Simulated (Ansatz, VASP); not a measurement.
Two plane-wave programs on BP

```xyz
2
Lattice="0.0000 2.3371 2.2690 2.2690 0.0000 2.2690 2.2690 2.3371 0.0000" Properties=species:S:1:pos:R:3 pbc="T T T"
B     0.0000    0.0000    0.0000
P     3.4035    3.5056    3.4035
```

Change from the starting cell: strain +0.0300 x Voigt [0, 1, 0, 0, 0, 0], atoms carried along.

Alike in both runs: task single point; functional r2SCAN; k mesh 10 × 10 × 10; occupations gaussian, width 0.05 eV; no spin polarisation.

```csv
,VASP,Ansatz
version,VASP 6.6.1,Ansatz 0.2.0
potentials or method,"VASP PAW PBE potentials, release 64 (B, P), cutoff 520 eV","scalar-relativistic, plane waves, PAW"
valence electrons in the cell,8,8
```

|  | VASP | Ansatz | Ansatz less VASP |
| --- | --- | --- | --- |
| gap on the k mesh at the Fermi level (eV) | 1.25 | 1.22 | -0.029 |
| least direct gap on the mesh (eV) | 3.44 | 3.40 | -0.039 |
| pressure (GPa) | -5.4 | -4.9 | +0.48 |
| traceless stress, the component that is largest in VASP (GPa) | -5.76 | -5.73 | +0.025 |

VASP's potentials were made for PBE, not for r2SCAN. The functional is the same, so the differences come from potentials, cutoffs and numerics.
